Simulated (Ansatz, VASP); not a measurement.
## PtSe2 in VASP and in Ansatz

The input POSCAR:

```
PtSe2
1.0
    3.7240000000      0.0000000000      0.0000000000
   -1.8620000000      3.2250786037      0.0000000000
    0.0000000000      0.0000000000      5.0620000000
Pt Se
1 2
Direct
    0.0000000000      0.0000000000      0.0000000000
    0.3333333333      0.6666666667      0.2592029187
    0.6666666667      0.3333333333      0.7407970813
```

The input INCAR.step1:

```
PREC     = Accurate       # precision mode
ENCUT    = 520            # plane-wave cutoff, eV
ISMEAR   = -1             # smearing method
SIGMA    = 0.05           # smearing width, eV
LREAL    = False          # projectors in reciprocal space
LASPH    = True           # aspherical terms in the spheres
NELM     = 100            # most SCF steps
NBANDS   = 18             # bands
GGA      = PE             # functional
ALGO     = Normal         # electronic algorithm
EDIFF    = 1E-4           # SCF threshold, eV
LWAVE    = True           # write WAVECAR
LCHARG   = False          # write CHGCAR
```

INCAR.step2

```
PREC     = Accurate       # precision mode
ENCUT    = 520            # plane-wave cutoff, eV
EDIFF    = 1E-8           # SCF threshold, eV
ISMEAR   = -1             # smearing method
SIGMA    = 0.05           # smearing width, eV
LREAL    = False          # projectors in reciprocal space
LASPH    = True           # aspherical terms in the spheres
NELM     = 100            # most SCF steps
ALGO     = Normal         # electronic algorithm
ISIF     = 2              # what is computed and relaxed
LWAVE    = False          # write WAVECAR
LCHARG   = False          # write CHGCAR
METAGGA  = R2SCAN         # meta-GGA
LMIXTAU  = True         
LEFG     = True         
NBANDS   = 18             # bands
ISTART   = 1
```

The input KPOINTS:

```
regular mesh
0
Gamma
  10 10 7
```

Input for Ansatz:

```yaml
crystal:
  lattice:
    - [3.724, 0.0, 0.0]
    - [-1.862, 3.2250786037, 0.0]
    - [0.0, 0.0, 5.062]
  atoms:
    - { symbol: Pt, position: [0.0, 0.0, 0.0] }
    - { symbol: Se, position: [0.3333333333, 0.6666666667, 0.2592029187] }
    - { symbol: Se, position: [0.6666666667, 0.3333333333, 0.7407970813] }
kpoints:
  mp_grid: { grid: [10, 10, 7] }
scf:
  occupations: { method: fermi_dirac, width: 0.05 }
hamiltonian:
  xc: r2scan
  pseudopotentials: { kind: paw }
output:
  forces: true
  stress: true
  populations: true
  efg: { contact_densities: true }
```

Alike in both runs: task electric field gradients; functional r2SCAN; k mesh 10 × 10 × 7; occupations fermi-dirac, width 0.05 eV; no spin polarisation.

```csv
,VASP,Ansatz
version,VASP 6.6.1,Ansatz 0.2.0
potentials or method,"VASP PAW PBE potentials, release 64 (Pt, Se)","plane-wave PAW, scalar-relativistic"
plane-wave cutoff (eV),520,500
valence electrons in the cell,22,50
```

```tsv
	VASP	Ansatz	Ansatz less VASP
pressure (GPa)	2.1	2.0	-0.06
traceless stress, the component that is largest in VASP (GPa)	-0.63	-0.58	+0.052
rms of the force components (eV/Å)	0.108	0.115	+0.0070
size of Vzz on the site where it differs most (V/Å²)	121.3	86.2	-35.07
```

VASP's potentials were made for PBE, not for r2SCAN. Atom by atom the forces differ by 0.007 eV/Å (rms over components). VASP's potentials hold 22 valence electrons a cell and Ansatz's 50, so a difference there can come from the potentials and not from the codes.

Spin-orbit coupling is off throughout.
